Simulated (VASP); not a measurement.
# SnO2 in VASP: further runs

Runs on SnO2. Level: LDA. Tasks: single point.

Program: VASP 6.6.1. These are calculated values, not measurements. Logs are shortened: lines on timing, memory, paths and dates and some standing lists are left out, and cuts for length are marked.

### Step 1. The cell of the first run

Symmetry: Pnnm, No. 58, orthorhombic system. The conventional cell has a = 4.714 Å, b = 4.737 Å, c = 3.187 Å, α = 90.00°, β = 90.00°, γ = 90.00°. Within 2.7 Å of Sn (site symmetry 2/m) lie 6 O at 2.05 Å. Within 2.7 Å of O (site symmetry m) lie 3 Sn at 2.05 Å and 1 O at 2.59 Å.

### Step 2. Single point, LDA

INCAR

```
  ALGO = Normal
  EDIFF = 1E-7
  ENCUT = 520
  GGA = CA
  ISIF = 2
  ISMEAR = 0
  LASPH = T
  LCHARG = T
  LELF = T
  LREAL = F
  LVHAR = T
  LWAVE = F
  NBANDS = 35
  NELM = 80
  PREC = Accurate
  SIGMA = 0.1
```

KPOINTS

```
k-points
0
Gamma
  4 4 6
```

POSCAR

```
SnO2
1.0
    4.7135081976      0.0000000000      0.0000000000
    0.0000000000      4.7366821645      0.0000000000
    0.0000000000      0.0000000000      3.1866224612
Sn O
2 4
Direct
    0.5000000000      0.5000000000      0.5000000000
    0.0000000000      0.0000000000      0.0000000000
    0.3040913232      0.3081008442      0.0000000000
    0.8040913232      0.1918991558      0.5000000000
    0.1959086768      0.8081008442      0.5000000000
    0.6959086768      0.6918991558      0.0000000000
```

Potentials or basis: VASP PAW LDA potentials, release 64 (Sn_d, O).

Launch:

```
$ cat potpaw_LDA.64/Sn_d/POTCAR potpaw_LDA.64/O/POTCAR > POTCAR
$ mpirun -np 1 vasp_std > vasp.out
```

OUTCAR:

```text
EDIFF = 1E-7
   ENCUT = 520
   GGA = CA
   ISIF = 2
   ISMEAR = 0
   LASPH = T
   LREAL = F
   NELM = 80
   PREC = Accurate

 ion  position               nearest neighbor table
   1  0.500  0.500  0.500-   4 2.05   5 2.05   3 2.05   6 2.05   3 2.05   6 2.05   2 3.70   2 3.70
                             2 3.70   2 3.70   2 3.70   2 3.70   2 3.70   2 3.70
   2  0.000  0.000  0.000-   3 2.05   6 2.05   5 2.05   4 2.05   4 2.05   5 2.05   1 3.70   1 3.70
                             1 3.70   1 3.70   1 3.70   1 3.70   1 3.70   1 3.70
   3  0.304  0.308  0.000-   2 2.05   1 2.05   1 2.05
   4  0.804  0.192  0.500-   1 2.05   2 2.05   2 2.05
   5  0.196  0.808  0.500-   1 2.05   2 2.05   2 2.05
   6  0.696  0.692  0.000-   2 2.05   1 2.05   1 2.05

  LATTYP: Found a simple orthorhombic cell.
 ALAT       =     3.1866224612
 B/A-ratio  =     1.4791548905
 C/A-ratio  =     1.4864271567

  Lattice vectors:

 A1 = (   0.0000000000,   0.0000000000,   3.1866224612)
 A2 = (   4.7135081976,   0.0000000000,   0.0000000000)
 A3 = (   0.0000000000,   4.7366821645,   0.0000000000)

Analysis of symmetry for initial positions (statically):
=====================================================================
 Subroutine PRICEL returns:
 Original cell was already a primitive cell.

 Routine SETGRP: Setting up the symmetry group for a
 simple orthorhombic supercell.

 Subroutine GETGRP returns: Found  8 space group operations
 (whereof  4 operations were pure point group operations)
 out of a pool of  8 trial point group operations.

The static configuration has the point symmetry C_2h.
 The point group associated with its full space group is D_2h.

Analysis of symmetry for dynamics (positions and initial velocities):
=====================================================================
 Subroutine PRICEL returns:
 Original cell was already a primitive cell.

 Routine SETGRP: Setting up the symmetry group for a
 simple orthorhombic supercell.

 Subroutine GETGRP returns: Found  8 space group operations
 (whereof  4 operations were pure point group operations)
 out of a pool of  8 trial point group operations.

The dynamic configuration has the point symmetry C_2h.
 The point group associated with its full space group is D_2h.

 Subroutine INISYM returns: Found  8 space group operations
 (whereof  4 operations are pure point group operations),
 and found     1 'primitive' translations

----------------------------------------------------------------------------------------

                                     Primitive cell

  volume of cell :      71.1458

  direct lattice vectors                    reciprocal lattice vectors
     4.713508198  0.000000000  0.000000000     0.212156203  0.000000000  0.000000000
     0.000000000  4.736682165  0.000000000     0.000000000  0.211118240  0.000000000
     0.000000000  0.000000000  3.186622461     0.000000000  0.000000000  0.313811885

  length of vectors
     4.713508198  4.736682165  3.186622461     0.212156203  0.211118240  0.313811885

  position of ions in fractional coordinates (direct lattice)
     0.500000000  0.500000000  0.500000000
     0.000000000  0.000000000  0.000000000
     0.304091323  0.308100844  0.000000000
     0.804091323  0.191899156  0.500000000
     0.195908677  0.808100844  0.500000000
     0.695908677  0.691899156  0.000000000

  ion indices of the primitive-cell ions
   primitive index   ion index
                 1           1
                 2           2
                 3           3
                 4           4
                 5           5
                 6           6

----------------------------------------------------------------------------------------

 KPOINTS: k-points

Automatic generation of k-mesh.
 Grid dimensions read from file:
 generate k-points for:    4    4    6

 Generating k-lattice:

  Cartesian coordinates                     Fractional coordinates (reciprocal lattice)
     0.053039051  0.000000000  0.000000000     0.250000000  0.000000000  0.000000000
     0.000000000  0.052779560  0.000000000     0.000000000  0.250000000  0.000000000
     0.000000000  0.000000000  0.052301981     0.000000000  0.000000000  0.166666667

  Length of vectors
     0.053039051  0.052779560  0.052301981

  Shift w.r.t. Gamma in fractional coordinates (k-lattice)
     0.000000000  0.000000000  0.000000000

 Subroutine IBZKPT returns following result:
 ===========================================

 Found     36 irreducible k-points:

 Following reciprocal coordinates:
            Coordinates               Weight
  0.000000  0.000000  0.000000      1.000000
  0.250000  0.000000  0.000000      2.000000
  0.500000  0.000000  0.000000      1.000000
  0.000000  0.250000  0.000000      2.000000
  0.250000  0.250000  0.000000      4.000000
  0.500000  0.250000  0.000000      2.000000
[... 16 lines left out ...]
  0.250000  0.250000  0.333333      8.000000
  0.500000  0.250000  0.333333      4.000000
 [... further k-points ...]
   k-points           NKPTS =     36   k-points in BZ     NKDIM =     36   number of bands    NBANDS=     35
   number of dos      NEDOS =    301   number of ions     NIONS =      6
   total plane-waves  NPLWV =  31104
   dimension x,y,z NGX =    36 NGY =   36 NGZ =   24
   dimension x,y,z NGXF=    72 NGYF=   72 NGZF=   48
   ions per type =               2   4
   NGX,Y,Z   is equivalent  to a cutoff of  12.70, 12.64, 12.52 a.u.
   NGXF,Y,Z  is equivalent  to a cutoff of  25.39, 25.27, 25.04 a.u.
 SYSTEM =  unknown system
   PREC   = accura    normal or accurate (medium, high low for compatibility)
   ISTART =      0    job   : 0-new  1-cont  2-samecut
   ICHARG =      2    charge: 1-file 2-atom 10-const
   ISPIN  =      1    spin polarized calculation?
   LNONCOLLINEAR =      F non collinear calculations
   LSORBIT =      F    spin-orbit coupling
   LASPH  =      T    aspherical Exc in radial PAW
   ENCUT  =  520.0 eV  38.22 Ry    6.18 a.u.   8.76  8.81  5.93*2*pi/ulx,y,z
   NELM   =     80;   NELMIN=  2; NELMDL= -5     # of ELM steps
   EDIFF  = 0.1E-06   stopping-criterion for ELM
   LREAL  =      F    real-space projection
   EDIFFG = 0.1E-05   stopping-criterion for IOM
   NSW    =      0    number of steps for IOM
   IBRION =     -1    ionic relax: 0-MD 1-quasi-New 2-CG
   NFREE  =      0    steps in history (QN), initial steepest desc. (CG)
   ISIF   =      2    stress and relaxation
   ISYM   =      2    0-nonsym 1-usesym 2-fastsym
   POTIM  = 0.5000    time-step for ionic-motion
   TEBEG  =    0.0;   TEEND  =   0.0 temperature during run
   PSTRESS=    0.0 pullay stress
   NELECT =      52.0000    total number of electrons
   NUPDOWN=      -1.0000    fix difference up-down
   EMIN   =  10.00;   EMAX   =-10.00  energy-range for DOS
   EFERMI =   0.00;   METHOD = LEGACY
   ISMEAR =     0;   SIGMA  =   0.10  broadening in eV -4-tet -1-fermi 0-gaus
   EFERMI_NEDOS =   21; number of points for ismear=-14 and -15
   IALGO  =     38    algorithm
   IMIX   =      4    mixing-type and parameters
     AMIX     =   0.40;   BMIX     =  1.00
     AMIX_MAG =   1.60;   BMIX_MAG =  1.00
  volume/ion in A,a.u.               =      11.86        80.02
  Fermi-wavevector in a.u.,A,eV,Ry     =   1.474663  2.786710 29.587667  2.174632
  Thomas-Fermi vector in A             =   2.589407
   LORBIT       =      0    0 simple, 1 ext, 2 COOP (PROOUT), +10 PAW based schemes
   GGA     = CA    functional components
   LHFCALC =     F    Hartree Fock is set to
   AEXX    =    0.0000 exact exchange contribution
   IVDW    =     0    specifies the selected vdW correction
   LEPSILON=     F    determine dielectric tensor
   LRPA    =     F    only Hartree local field effects (RPA)
 non-spin polarized calculation
 Gauss-broadening in eV      SIGMA  =   0.10
  energy-cutoff  :      520.00
  volume of cell :       71.15
 maximum number of plane-waves:      1944
 NGX is ok and might be reduce to    36
   NGX = 17   NGY = 17   NGZ = 11

 number of electron      51.9999991 magnetization

 Free energy of the ion-electron system (eV)
  ---------------------------------------------------
  ext. energy  EPLUGINS =         0.00000000
  ---------------------------------------------------
  free energy    TOTEN  =       -42.27808641 eV

  energy without entropy =      -42.27808641  energy(sigma->0) =      -42.27808641

 E-fermi :   6.3721     XC(G=0): -11.8305

 val. band max:        5.9330925890   @ k =   0.0000   0.0000   0.0000
 cond. band min:       7.1372581010   @ k =   0.0000   0.0000   0.0000
 fundamental gap:      1.2041655120
 Fermi energy:         6.3721205797

 k-point     1 :       0.0000    0.0000    0.0000
  band No.  band energies     occupation
      1     -15.0848      2.00000
      2     -14.3085      2.00000
      3     -14.0289      2.00000
      4     -14.0100      2.00000
      5     -14.0096      2.00000
      6     -13.9285      2.00000
[... 27 lines left out ...]
     34      17.9115      0.00000
     35      18.3122      0.00000

 k-point     2 :       0.2500    0.0000    0.0000
  band No.  band energies     occupation
      1     -14.9894      2.00000
      2     -14.4234      2.00000
      3     -14.0279      2.00000
      4     -14.0059      2.00000
      5     -14.0054      2.00000
      6     -13.9901      2.00000
[... 27 lines left out ...]
     34      17.9161      0.00000
     35      18.2464      0.00000

 k-point     3 :       0.5000    0.0000    0.0000
  band No.  band energies     occupation
      1     -14.7285      2.00000
      2     -14.7285      2.00000
      3     -14.0231      2.00000
      4     -14.0231      2.00000
      5     -14.0014      2.00000
      6     -14.0014      2.00000
[... 27 lines left out ...]
     34      18.1478      0.00000
     35      18.2877      0.00000
[... 723 lines left out ...]
 k-point    23 :       0.2500    0.2500    0.3333
  band No.  band energies     occupation
      1     -14.8745      2.00000
      2     -14.6508      2.00000
      3     -14.4684      2.00000
      4     -14.0470      2.00000
      5     -13.8706      2.00000
      6     -13.8417      2.00000
[... 27 lines left out ...]
     34      17.8837      0.00000
     35      18.2492      0.00000

 k-point    24 :       0.5000    0.2500    0.3333
  band No.  band energies     occupation
      1     -14.7964      2.00000
      2     -14.7964      2.00000
      3     -14.2531      2.00000
      4     -14.2531      2.00000
      5     -13.8585      2.00000
      6     -13.8585      2.00000
[... 27 lines left out ...]
     34      17.3882      0.00000
     35      18.3937      0.00000

 [... further k-points ...]

------------------------ aborting loop because EDIFF is reached ----------------------------------------

  FORCE on cell =-STRESS in cart. coord.  units (eV):
  Direction    XX          YY          ZZ          XY          YZ          ZX
  --------------------------------------------------------------------------------------
  -------------------------------------------------------------------------------------
  Total        0.4246199      0.3192946      0.7623942      0.0000000      0.0000000      0.0000000
  in kB        9.5622865      7.1904007     17.1688437      0.0000000      0.0000000      0.0000000
  external PRESSURE =      11.3071770 kB  Pullay stress =       0.0000000 kB

 VOLUME and BASIS-vectors are now :
 -----------------------------------------------------------------------------
  energy-cutoff  :      520.00
  volume of cell :       71.15
      direct lattice vectors                 reciprocal lattice vectors
     4.713508198  0.000000000  0.000000000     0.212156203  0.000000000  0.000000000
     0.000000000  4.736682165  0.000000000     0.000000000  0.211118240  0.000000000
     0.000000000  0.000000000  3.186622461     0.000000000  0.000000000  0.313811885

 POSITION                                       TOTAL-FORCE (eV/Angst)
 -----------------------------------------------------------------------------------
      2.35675      2.36834      1.59331         0.000000     -0.000000      0.000000
      0.00000      0.00000      0.00000         0.000000     -0.000000      0.000000
      1.43334      1.45938      0.00000        -0.020766     -0.026636      0.000000
      3.79009      0.90897      1.59331        -0.020766      0.026636      0.000000
      0.92342      3.82772      1.59331         0.020766     -0.026636      0.000000
      3.28017      3.27731      0.00000         0.020766      0.026636      0.000000
 -----------------------------------------------------------------------------------
    total drift:                                0.000000      0.000000      0.000000

  FREE ENERGIE OF THE ION-ELECTRON SYSTEM (eV)
  ---------------------------------------------------
  free  energy   TOTEN  =       -42.2780864085 eV

  energy  without entropy=      -42.2780864085  energy(sigma->0) =      -42.27808641
```

Wall time 77 s (1 thread of Intel Xeon 8259CL, shared host); peak memory 0.2 GiB.

What came out:

* Free energy: -42.2781 eV
* Pressure: 1.1 GPa
* Largest force: 0.034 eV/Å
* Band gap on the k mesh: 1.20 eV

Forces on the atoms (eV/Å):
```
Sn   0.000  0.000  0.000
Sn   0.000  0.000  0.000
O   -0.021 -0.027  0.000
O   -0.021  0.027  0.000
O    0.021 -0.027  0.000
O    0.021  0.027  0.000
```

Levels at points of the mesh, in eV from the valence-band top:
```
           k point  band 23  band 24  band 25  band 26  band 27  band 28  band 29  band 30
(0.00, 0.00, 0.00)    -1.27    -0.82    -0.80     0.00     1.20     5.98     6.07     6.11
(0.50, 0.00, 0.00)    -1.23    -1.23    -0.65    -0.65     4.35     4.35     6.81     6.81
(0.00, 0.50, 0.00)    -1.23    -1.23    -0.66    -0.66     4.37     4.37     6.88     6.88
(0.50, 0.50, 0.00)    -1.36    -1.36    -0.92    -0.92     4.75     4.75     7.33     7.33
(0.00, 0.00, 0.50)    -1.73    -1.73    -1.29    -1.29     6.08     6.08     9.54     9.54
(0.50, 0.00, 0.50)    -1.12    -1.12    -0.72    -0.72     6.37     6.37     7.91     7.91
(0.00, 0.50, 0.50)    -1.16    -1.16    -0.72    -0.72     6.35     6.35     7.88     7.88
(0.50, 0.50, 0.50)    -0.99    -0.99    -0.85    -0.85     4.73     4.73     8.64     8.64
```

Caveat: spin-orbit coupling is left out, which moves the levels of the heavy elements.

### Step 3. Single point, LDA

INCAR

```
ALGO = Normal
EDIFF = 1E-7
ENCUT = 520
GGA = CA
ISIF = 2
ISMEAR = 0
LASPH = T
LCHARG = F
LREAL = F
LWAVE = F
NBANDS = 35
NELM = 100
PREC = Accurate
SIGMA = 0.02
```

KPOINTS

```
k-points
0
Gamma
  6 6 8
```

POSCAR

```
SnO2
1.0
    4.7198418981      0.0000000000      0.0000000000
    0.0000000000      4.7204356023      0.0000000000
    0.0000000000      0.0000000000      3.1887822233
Sn O
2 4
Direct
    0.5000000000      0.5000000000      0.5000000000
    0.0000000000      0.0000000000      0.0000000000
    0.3060176519      0.3061305718      0.0000000000
    0.8060176519      0.1938694282      0.5000000000
    0.1939823481      0.8061305718      0.5000000000
    0.6939823481      0.6938694282      0.0000000000
```

Potentials or basis: VASP PAW LDA potentials, release 64 (Sn_d, O).

Launch:

```
$ cat potpaw_LDA.64/Sn_d/POTCAR potpaw_LDA.64/O/POTCAR > POTCAR
$ mpirun -np 1 vasp_std > vasp.out
```

OUTCAR:

```text
EDIFF = 1E-7
   ENCUT = 520
   GGA = CA
   ISIF = 2
   ISMEAR = 0
   LASPH = T
   LREAL = F
   NELM = 100
   PREC = Accurate

 ion  position               nearest neighbor table
   1  0.500  0.500  0.500-   4 2.04   5 2.04   3 2.05   6 2.05   3 2.05   6 2.05   2 3.70   2 3.70
                             2 3.70   2 3.70   2 3.70   2 3.70   2 3.70   2 3.70
   2  0.000  0.000  0.000-   3 2.04   6 2.04   5 2.05   4 2.05   4 2.05   5 2.05   1 3.70   1 3.70
                             1 3.70   1 3.70   1 3.70   1 3.70   1 3.70   1 3.70
   3  0.306  0.306  0.000-   2 2.04   1 2.05   1 2.05
[... 1126 lines left out ...]
  -------------------------------------------------------------------------------------
  Total        0.5387393      0.5362119      0.7865308      0.0000000      0.0000000      0.0000000
  in kB       12.1494008     12.0924032     17.7374815      0.0000000      0.0000000      0.0000000
  external PRESSURE =      13.9930952 kB  Pullay stress =       0.0000000 kB

 VOLUME and BASIS-vectors are now :
 -----------------------------------------------------------------------------
  energy-cutoff  :      520.00
  volume of cell :       71.05
      direct lattice vectors                 reciprocal lattice vectors
     4.719841898  0.000000000  0.000000000     0.211871504  0.000000000  0.000000000
     0.000000000  4.720435602  0.000000000     0.000000000  0.211844856  0.000000000
     0.000000000  0.000000000  3.188782223     0.000000000  0.000000000  0.313599340

 POSITION                                       TOTAL-FORCE (eV/Angst)
 -----------------------------------------------------------------------------------
      2.35992      2.36022      1.59439         0.000000      0.000000      0.000000
      0.00000      0.00000      0.00000         0.000000      0.000000      0.000000
      1.44435      1.44507      0.00000        -0.018988     -0.019152      0.000000
      3.80428      0.91515      1.59439        -0.018988      0.019152      0.000000
      0.91557      3.80529      1.59439         0.018988     -0.019152     -0.000000
      3.27549      3.27537      0.00000         0.018988      0.019152     -0.000000
 -----------------------------------------------------------------------------------
    total drift:                                0.000000      0.000000      0.000000

  FREE ENERGIE OF THE ION-ELECTRON SYSTEM (eV)
  ---------------------------------------------------
  free  energy   TOTEN  =       -42.2789192739 eV

  energy  without entropy=      -42.2789192739  energy(sigma->0) =      -42.27891927
```

stdout:

```text
POSCAR found type information on POSCAR SnO
 POSCAR found :  2 types and       6 ions
 scaLAPACK will be used
 LDA part: xc-table for (Slater(with rela. corr.)+CA(PZ))
 , standard interpolation
 POSCAR, INCAR and KPOINTS ok, starting setup
 FFT: planning ... GRIDC
 FFT: planning ... GRID_SOFT
 FFT: planning ... GRID
 WAVECAR not read
 entering main loop
```

It took 3 min on 1 thread of Intel Xeon 8259CL, shared host; peak memory 0.26 GiB.

Results:

```
Free energy            : -42.2789 eV
Pressure               : 1.4 GPa
Largest force          : 0.027 eV/Å
Band gap on the k mesh : 1.21 eV
```

Forces in eV/Å, atoms in the order of the input:
```
Sn   0.000  0.000  0.000
Sn   0.000  0.000  0.000
O   -0.019 -0.019  0.000
O   -0.019  0.019  0.000
O    0.019 -0.019  0.000
O    0.019  0.019  0.000
```

Stress tensor (GPa, compression positive):
```
1.21 0.00 0.00
0.00 1.21 0.00
0.00 0.00 1.77
```

Caveat: spin-orbit coupling is left out, which moves the levels of the heavy elements.
